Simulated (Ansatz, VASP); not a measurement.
One calculation of SnO2, two programs

The input INCAR:

```
PREC = Accurate
ENCUT = 520
EDIFF = 1E-6
ISMEAR = 0
SIGMA = 0.05
LREAL = F
LASPH = T
NELM = 80
ALGO = Normal
ISIF = 2
LWAVE = F
LCHARG = F
GGA = PE
IVDW = 12
NBANDS = 49
```

KPOINTS

```
regular mesh
0
Gamma
  9 9 2
```

Contents of POSCAR:

```
SnO2
1.0
   -3.2372529198      0.0000000000      0.0000000000
   -1.6186264599     -2.8035432670      0.0000000000
   -2.4279396898     -1.4017716336     14.3754773976
Sn O
3 6
Direct
    0.4427602207      0.4427602207      0.4478128920
    0.9253694939     -0.0746305061      0.1492610123
   -0.0398490525     -0.0398490525      0.7463647718
    0.5575832653      0.5575832653      0.2181668027
    0.5923647189     -0.4076352811      0.8152705622
    0.0749739921      0.0749739921      0.5167186824
    0.3279371760      0.3279371760      0.6774589813
    0.8105464492     -0.1894535508      0.3789071016
    0.2931557224      0.2931557224      0.0803552219
```

Input for Ansatz:

```yaml
crystal:
  lattice:
    - [-3.2372529198, 0.0, 0.0]
    - [-1.6186264599, -2.803543267, 0.0]
    - [-2.4279396898, -1.4017716336, 14.3754773976]
  atoms:
    - { symbol: Sn, position: [0.4427602207, 0.4427602207, 0.447812892] }
    - { symbol: Sn, position: [0.9253694939, -0.0746305061, 0.1492610123] }
    - { symbol: Sn, position: [-0.0398490525, -0.0398490525, 0.7463647718] }
    - { symbol: O, position: [0.5575832653, 0.5575832653, 0.2181668027] }
    - { symbol: O, position: [0.5923647189, -0.4076352811, 0.8152705622] }
    - { symbol: O, position: [0.0749739921, 0.0749739921, 0.5167186824] }
    - { symbol: O, position: [0.327937176, 0.327937176, 0.6774589813] }
    - { symbol: O, position: [0.8105464492, -0.1894535508, 0.3789071016] }
    - { symbol: O, position: [0.2931557224, 0.2931557224, 0.0803552219] }
basis:
  ecutwfc: 520.0
kpoints:
  mp_grid: { grid: [9, 9, 2] }
hamiltonian:
  xc: pbe
  pseudopotentials: { kind: paw, azcp: { folder: soft_1 } }
  dispersion: d3bj
scf:
  occupations: { method: gaussian, width: 0.05 }
output:
  forces: true
  stress: true
  eigenvalues: true
  write_density: true
  write_potential: true
  elf: true
  volumetric_format: npy
```

Alike in both runs: task single point; functional PBE; dispersion D3(BJ); k mesh 9 × 9 × 2; occupations gaussian, width 0.05 eV; no spin polarisation.

|  | VASP | Ansatz |
| --- | --- | --- |
| version | VASP 6.6.1 | Ansatz 0.2.0 |
| potentials or method | VASP PAW PBE potentials, release 64 (Sn_d, O), cutoff 520 eV | scalar-relativistic, plane waves, PAW |
| valence electrons in the cell | 78 | 78 |

```tsv
	VASP	Ansatz	Ansatz less VASP
gap on the k mesh at the Fermi level (eV)	1.86	1.88	+0.021
least direct gap on the mesh (eV)	1.99	2.01	+0.017
pressure (GPa)	0.3	-0.3	-0.61
rms of the force components (eV/Å)	0.081	0.065	-0.0166
```

Atom by atom the forces differ by 0.026 eV/Å (rms over components).
